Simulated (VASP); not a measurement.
# Be3GeN (Pm-3m) in VASP: notebook

Be3GeN is run at these levels: PBEsol; tasks: single point, relaxation of cell and atoms.

Everything below comes from runs of VASP 6.6.1. Logs are shortened: lines on timing, memory, paths and dates and some standing lists are left out, and cuts for length are marked.

## Step 1: The cell of the first run

It takes space group Pm-3m (No. 221, cubic). Conventional cell: a = 3.591 Å, b = 3.591 Å, c = 3.591 Å, α = 90.00°, β = 90.00°, γ = 90.00°. Be (site symmetry 4/mmm) has 2 N at 1.80 Å within 2.4 Å. Within 3.4 Å of Ge (site symmetry m-3m) lie 12 Be at 2.54 Å and 8 N at 3.11 Å. Within 2.4 Å of N (site symmetry m-3m) lie 6 Be at 1.80 Å.

## Step 2: Single point, PBEsol

Input file INCAR:

```
  ALGO = Normal
  EDIFF = 1E-7
  ENCUT = 520
  GGA = PS
  ISIF = 2
  ISMEAR = -1
  LASPH = T
  LCHARG = F
  LREAL = F
  LWAVE = F
  NBANDS = 20
  NELM = 60
  PREC = Accurate
  SIGMA = 0.15
```

Input file KPOINTS:

```
k-points
0
Gamma
  10 10 10
```

Input file POSCAR:

```
Be3GeN
1.0
    3.5912638631      0.0000000000      0.0000000000
    0.0000000000      3.5912638631      0.0000000000
    0.0000000000      0.0000000000      3.5912638631
Be Ge N
3 1 1
Direct
    0.0000000000      0.5000000000      0.5000000000
    0.5000000000      0.0000000000      0.5000000000
    0.5000000000      0.5000000000      0.0000000000
    0.0000000000      0.0000000000      0.0000000000
    0.5000000000      0.5000000000      0.5000000000
```

Potentials or basis: VASP PAW PBE potentials, release 64 (Be, Ge_d, N).

Command:

```bash
cat potpaw_PBE.64/Be/POTCAR potpaw_PBE.64/Ge_d/POTCAR potpaw_PBE.64/N/POTCAR > POTCAR
mpirun -np 1 vasp_std > vasp.out
```

OUTCAR:

```text
EDIFF = 1E-7
   ENCUT = 520
   GGA = PS
   ISIF = 2
   ISMEAR = -1
   LASPH = T
   LREAL = F
   NELM = 60
   PREC = Accurate

 ion  position               nearest neighbor table
   1  0.000  0.500  0.500-   5 1.80   5 1.80   4 2.54   4 2.54   4 2.54   4 2.54
   2  0.500  0.000  0.500-   5 1.80   5 1.80   4 2.54   4 2.54   4 2.54   4 2.54
   3  0.500  0.500  0.000-   5 1.80   5 1.80   4 2.54   4 2.54   4 2.54   4 2.54
   4  0.000  0.000  0.000-   1 2.54   2 2.54   3 2.54   1 2.54   2 2.54   1 2.54   3 2.54   1 2.54
                             2 2.54   3 2.54   2 2.54   3 2.54
   5  0.500  0.500  0.500-   1 1.80   2 1.80   3 1.80   3 1.80   2 1.80   1 1.80

  LATTYP: Found a simple cubic cell.
 ALAT       =     3.5912638631

  Lattice vectors:

 A1 = (   3.5912638631,   0.0000000000,   0.0000000000)
 A2 = (   0.0000000000,   3.5912638631,   0.0000000000)
 A3 = (   0.0000000000,   0.0000000000,   3.5912638631)

Analysis of symmetry for initial positions (statically):
=====================================================================
 Subroutine PRICEL returns:
 Original cell was already a primitive cell.

 Routine SETGRP: Setting up the symmetry group for a
 simple cubic supercell.

 Subroutine GETGRP returns: Found 48 space group operations
 (whereof 48 operations were pure point group operations)
 out of a pool of 48 trial point group operations.

The static configuration has the point symmetry O_h .

Analysis of symmetry for dynamics (positions and initial velocities):
=====================================================================
 Subroutine PRICEL returns:
 Original cell was already a primitive cell.

 Routine SETGRP: Setting up the symmetry group for a
 simple cubic supercell.

 Subroutine GETGRP returns: Found 48 space group operations
 (whereof 48 operations were pure point group operations)
 out of a pool of 48 trial point group operations.

The dynamic configuration has the point symmetry O_h .

 Subroutine INISYM returns: Found 48 space group operations
 (whereof 48 operations are pure point group operations),
 and found     1 'primitive' translations

----------------------------------------------------------------------------------------

                                     Primitive cell

  volume of cell :      46.3172

  direct lattice vectors                    reciprocal lattice vectors
     3.591263863  0.000000000  0.000000000     0.278453502  0.000000000  0.000000000
     0.000000000  3.591263863  0.000000000     0.000000000  0.278453502  0.000000000
     0.000000000  0.000000000  3.591263863     0.000000000  0.000000000  0.278453502

  length of vectors
     3.591263863  3.591263863  3.591263863     0.278453502  0.278453502  0.278453502

  position of ions in fractional coordinates (direct lattice)
     0.000000000  0.500000000  0.500000000
     0.500000000  0.000000000  0.500000000
     0.500000000  0.500000000  0.000000000
     0.000000000  0.000000000  0.000000000
     0.500000000  0.500000000  0.500000000

  ion indices of the primitive-cell ions
   primitive index   ion index
                 1           1
                 2           2
                 3           3
                 4           4
                 5           5

----------------------------------------------------------------------------------------

 KPOINTS: k-points

Automatic generation of k-mesh.
 Grid dimensions read from file:
 generate k-points for:   10   10   10

 Generating k-lattice:

  Cartesian coordinates                     Fractional coordinates (reciprocal lattice)
     0.027845350  0.000000000  0.000000000     0.100000000  0.000000000  0.000000000
     0.000000000  0.027845350  0.000000000     0.000000000  0.100000000  0.000000000
     0.000000000  0.000000000  0.027845350     0.000000000  0.000000000  0.100000000

  Length of vectors
     0.027845350  0.027845350  0.027845350

  Shift w.r.t. Gamma in fractional coordinates (k-lattice)
     0.000000000  0.000000000  0.000000000

 Subroutine IBZKPT returns following result:
 ===========================================

 Found     56 irreducible k-points:

 Following reciprocal coordinates:
            Coordinates               Weight
  0.000000  0.000000  0.000000      1.000000
  0.100000  0.000000  0.000000      6.000000
  0.200000  0.000000  0.000000      6.000000
  0.300000  0.000000  0.000000      6.000000
  0.400000  0.000000  0.000000      6.000000
  0.500000  0.000000  0.000000      3.000000
[... 16 lines left out ...]
  0.200000  0.100000  0.100000     24.000000
  0.300000  0.100000  0.100000     24.000000
 [... further k-points ...]
   k-points           NKPTS =     56   k-points in BZ     NKDIM =     56   number of bands    NBANDS=     20
   number of dos      NEDOS =    301   number of ions     NIONS =      5
   total plane-waves  NPLWV =  21952
   dimension x,y,z NGX =    28 NGY =   28 NGZ =   28
   dimension x,y,z NGXF=    56 NGYF=   56 NGZF=   56
   ions per type =               3   1   1
   NGX,Y,Z   is equivalent  to a cutoff of  12.96, 12.96, 12.96 a.u.
   NGXF,Y,Z  is equivalent  to a cutoff of  25.92, 25.92, 25.92 a.u.
 SYSTEM =  unknown system
   PREC   = accura    normal or accurate (medium, high low for compatibility)
   ISTART =      0    job   : 0-new  1-cont  2-samecut
   ICHARG =      2    charge: 1-file 2-atom 10-const
   ISPIN  =      1    spin polarized calculation?
   LNONCOLLINEAR =      F non collinear calculations
   LSORBIT =      F    spin-orbit coupling
   LASPH  =      T    aspherical Exc in radial PAW
   ENCUT  =  520.0 eV  38.22 Ry    6.18 a.u.   6.68  6.68  6.68*2*pi/ulx,y,z
   NELM   =     60;   NELMIN=  2; NELMDL= -5     # of ELM steps
   EDIFF  = 0.1E-06   stopping-criterion for ELM
   LREAL  =      F    real-space projection
   EDIFFG = 0.1E-05   stopping-criterion for IOM
   NSW    =      0    number of steps for IOM
   IBRION =     -1    ionic relax: 0-MD 1-quasi-New 2-CG
   NFREE  =      0    steps in history (QN), initial steepest desc. (CG)
   ISIF   =      2    stress and relaxation
   ISYM   =      2    0-nonsym 1-usesym 2-fastsym
   POTIM  = 0.5000    time-step for ionic-motion
   TEBEG  =    0.0;   TEEND  =   0.0 temperature during run
   PSTRESS=    0.0 pullay stress
   NELECT =      25.0000    total number of electrons
   NUPDOWN=      -1.0000    fix difference up-down
   EMIN   =  10.00;   EMAX   =-10.00  energy-range for DOS
   EFERMI =   0.00;   METHOD = LEGACY
   ISMEAR =    -1;   SIGMA  =   0.15  broadening in eV -4-tet -1-fermi 0-gaus
   EFERMI_NEDOS =   21; number of points for ismear=-14 and -15
   IALGO  =     38    algorithm
   IMIX   =      4    mixing-type and parameters
     AMIX     =   0.40;   BMIX     =  1.00
     AMIX_MAG =   1.60;   BMIX_MAG =  1.00
  volume/ion in A,a.u.               =       9.26        62.51
  Fermi-wavevector in a.u.,A,eV,Ry     =   1.332931  2.518873 24.173523  1.776704
  Thomas-Fermi vector in A             =   2.461828
   LORBIT       =      0    0 simple, 1 ext, 2 COOP (PROOUT), +10 PAW based schemes
   GGA     = PS    functional components
   LHFCALC =     F    Hartree Fock is set to
   AEXX    =    0.0000 exact exchange contribution
   IVDW    =     0    specifies the selected vdW correction
   LEPSILON=     F    determine dielectric tensor
   LRPA    =     F    only Hartree local field effects (RPA)
 non-spin polarized calculation
  energy-cutoff  :      520.00
  volume of cell :       46.32
 maximum number of plane-waves:      1267
 NGX is ok and might be reduce to    28
   NGX = 13   NGY = 13   NGZ = 13

 number of electron      24.9999997 magnetization

 Free energy of the ion-electron system (eV)
  ---------------------------------------------------
  ext. energy  EPLUGINS =         0.00000000
  ---------------------------------------------------
  free energy    TOTEN  =       -25.88674318 eV

  energy without entropy =      -25.77900919  energy(sigma->0) =      -25.83287618

 E-fermi :   7.7682     XC(G=0): -11.4654

 val. band max:        7.7346094297   @ k =   0.1000   0.1000   0.0000
 cond. band min:       7.7896913300   @ k =   0.5000   0.1000   0.1000
 fundamental gap:      0.0550819002
 Fermi energy:         7.7682442608

 k-point     1 :       0.0000    0.0000    0.0000
  band No.  band energies     occupation
      1     -16.2835      2.00000
      2     -16.2835      2.00000
      3     -16.2740      2.00000
      4     -16.2740      2.00000
      5     -16.2740      2.00000
      6      -9.0872      2.00000
[... 12 lines left out ...]
     19      14.4105      0.00000
     20      18.1055      0.00000

 k-point     2 :       0.1000    0.0000    0.0000
  band No.  band energies     occupation
      1     -16.2835      2.00000
      2     -16.2815      2.00000
      3     -16.2749      2.00000
      4     -16.2749      2.00000
      5     -16.2740      2.00000
      6      -9.0488      2.00000
[... 12 lines left out ...]
     19      14.6736      0.00000
     20      18.2152      0.00000

 k-point     3 :       0.2000    0.0000    0.0000
  band No.  band energies     occupation
      1     -16.2835      2.00000
      2     -16.2771      2.00000
      3     -16.2771      2.00000
      4     -16.2764      2.00000
      5     -16.2738      2.00000
      6      -8.9432      2.00000
[... 12 lines left out ...]
     19      15.3430      0.00000
     20      18.5508      0.00000

 k-point     4 :       0.3000    0.0000    0.0000
  band No.  band energies     occupation
      1     -16.2835      2.00000
      2     -16.2798      2.00000
      3     -16.2798      2.00000
      4     -16.2736      2.00000
      5     -16.2699      2.00000
      6      -8.8010      2.00000
[... 12 lines left out ...]
     19      16.1247      0.00000
     20      17.7570      0.00000

 k-point     5 :       0.4000    0.0000    0.0000
  band No.  band energies     occupation
      1     -16.2835      2.00000
      2     -16.2820      2.00000
      3     -16.2820      2.00000
      4     -16.2735      2.00000
      5     -16.2647      2.00000
      6      -8.6742      2.00000
[... 12 lines left out ...]
     19      16.6316      0.00000
     20      17.0411      0.00000

 k-point     6 :       0.5000    0.0000    0.0000
  band No.  band energies     occupation
      1     -16.2835      2.00000
      2     -16.2828      2.00000
      3     -16.2828      2.00000
      4     -16.2734      2.00000
      5     -16.2628      2.00000
      6      -8.6225      2.00000
[... 12 lines left out ...]
     19      16.5686      0.00000
     20      16.7571      0.00000

 k-point     7 :       0.1000    0.1000    0.0000
  band No.  band energies     occupation
      1     -16.2825      2.00000
      2     -16.2805      2.00000
      3     -16.2758      2.00000
      4     -16.2749      2.00000
      5     -16.2748      2.00000
      6      -9.0119      2.00000
[... 12 lines left out ...]
     19      14.8620      0.00000
     20      18.1408      0.00000
[... 277 lines left out ...]
 k-point    20 :       0.5000    0.4000    0.0000
  band No.  band energies     occupation
      1     -16.2922      2.00000
      2     -16.2817      2.00000
      3     -16.2808      2.00000
      4     -16.2735      2.00000
      5     -16.2526      2.00000
      6      -8.4611      2.00000
[... 12 lines left out ...]
     19      15.9372      0.00000
     20      17.3223      0.00000

 k-point    21 :       0.5000    0.5000    0.0000
  band No.  band energies     occupation
      1     -16.2932      2.00000
      2     -16.2816      2.00000
      3     -16.2816      2.00000
      4     -16.2730      2.00000
      5     -16.2510      2.00000
      6      -8.4431      2.00000
[... 12 lines left out ...]
     19      16.4517      0.00000
     20      17.2425      0.00000

 k-point    22 :       0.1000    0.1000    0.1000
  band No.  band energies     occupation
      1     -16.2805      2.00000
      2     -16.2805      2.00000
      3     -16.2758      2.00000
      4     -16.2756      2.00000
      5     -16.2756      2.00000
      6      -8.9765      2.00000
[... 12 lines left out ...]
     19      14.9224      0.00000
     20      17.5408      0.00000

 k-point    23 :       0.2000    0.1000    0.1000
  band No.  band energies     occupation
      1     -16.2805      2.00000
      2     -16.2780      2.00000
      3     -16.2778      2.00000
      4     -16.2755      2.00000
      5     -16.2753      2.00000
      6      -8.8797      2.00000
[... 12 lines left out ...]
     19      15.1332      0.00000
     20      16.9536      0.00000

 k-point    24 :       0.3000    0.1000    0.1000
  band No.  band energies     occupation
      1     -16.2808      2.00000
      2     -16.2805      2.00000
      3     -16.2804      2.00000
      4     -16.2752      2.00000
      5     -16.2688      2.00000
      6      -8.7506      2.00000
[... 12 lines left out ...]
     19      14.9216      0.00000
     20      17.1473      0.00000

 [... further k-points ...]

------------------------ aborting loop because EDIFF is reached ----------------------------------------

  FORCE on cell =-STRESS in cart. coord.  units (eV):
  Direction    XX          YY          ZZ          XY          YZ          ZX
  --------------------------------------------------------------------------------------
  -------------------------------------------------------------------------------------
  Total        0.0802266      0.0802266      0.0802266     -0.0000000     -0.0000000      0.0000000
  in kB        2.7751520      2.7751520      2.7751520     -0.0000000     -0.0000000      0.0000000
  external PRESSURE =       2.7751520 kB  Pullay stress =       0.0000000 kB

 VOLUME and BASIS-vectors are now :
 -----------------------------------------------------------------------------
  energy-cutoff  :      520.00
  volume of cell :       46.32
      direct lattice vectors                 reciprocal lattice vectors
     3.591263863  0.000000000  0.000000000     0.278453502  0.000000000  0.000000000
     0.000000000  3.591263863  0.000000000     0.000000000  0.278453502  0.000000000
     0.000000000  0.000000000  3.591263863     0.000000000  0.000000000  0.278453502

 POSITION                                       TOTAL-FORCE (eV/Angst)
 -----------------------------------------------------------------------------------
      0.00000      1.79563      1.79563         0.000000      0.000000      0.000000
      1.79563      0.00000      1.79563         0.000000      0.000000      0.000000
      1.79563      1.79563      0.00000         0.000000      0.000000      0.000000
      0.00000      0.00000      0.00000         0.000000      0.000000      0.000000
      1.79563      1.79563      1.79563         0.000000      0.000000      0.000000
 -----------------------------------------------------------------------------------
    total drift:                               -0.000000      0.000000      0.000000

  FREE ENERGIE OF THE ION-ELECTRON SYSTEM (eV)
  ---------------------------------------------------
  free  energy   TOTEN  =       -25.8867431816 eV

  energy  without entropy=      -25.7790091867  energy(sigma->0) =      -25.83287618
```

Wall time 1.9 min (1 thread of AMD EPYC 7R13, shared host); peak memory 0.16 GiB.

What came out:

* Free energy: -25.8867 eV
* Pressure: 0.3 GPa
* Band gap on the k mesh: zero (an odd number of electrons rules out a gap without spin polarisation)

Caveat: the PAW data sets were made with another functional, which shifts forces and pressure a little.

(Part 1 of 2 ends here.)

The gap in the log of VASP goes by the Fermi energy; the results here count the filled bands.